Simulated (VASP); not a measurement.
Here is a VASP 6.6.1 calculation.

INCAR

```
ALGO = Fast
EDIFF = 1E-7
EDIFFG = -0.005
ENCUT = 600
GGA = PE
IBRION = 2
ISIF = 3
ISMEAR = 0
IVDW = 12
LASPH = T
LCHARG = F
LREAL = F
LWAVE = F
NELM = 80
NSW = 100
PREC = Accurate
SIGMA = 0.1
```

KPOINTS

```
k-points
0
Gamma
  18 18 18
```

File POSCAR:

```
Mo
1.0
   -1.5710000000      1.5710000000      1.5710000000
    1.5710000000     -1.5710000000      1.5710000000
    1.5710000000      1.5710000000     -1.5710000000
Mo
1
Direct
    0.0000000000      0.0000000000      0.0000000000
```

Potentials or basis: VASP PAW PBE potentials, release 64 (Mo_sv).

Run with:

```sh
$ cat potpaw_PBE.64/Mo_sv/POTCAR > POTCAR
$ mpirun -np 1 vasp_std > vasp.out
```

Problem. Predict the relaxed cell.

Solution. a = 2.712 Å, b = 2.712 Å, c = 2.712 Å, α = 109.47°, β = 109.47°, γ = 109.47°.

Problem. What does it give for the band gap on the k mesh?

Solution. Zero (band 7 reaches 16.95 eV, above the bottom of band 8 at 11.48 eV).

The path:
```csv
step,energy change (eV),largest force (eV/Å),pressure (GPa),volume (Å³)
1,0.0000,0.0000,-2.60,15.51
2,0.0088,0.0000,7.98,14.95
3,-0.0012,0.0000,-0.03,15.36
```

Caveat: pairwise dispersion overbinds metals, which lowers pressure and volume.
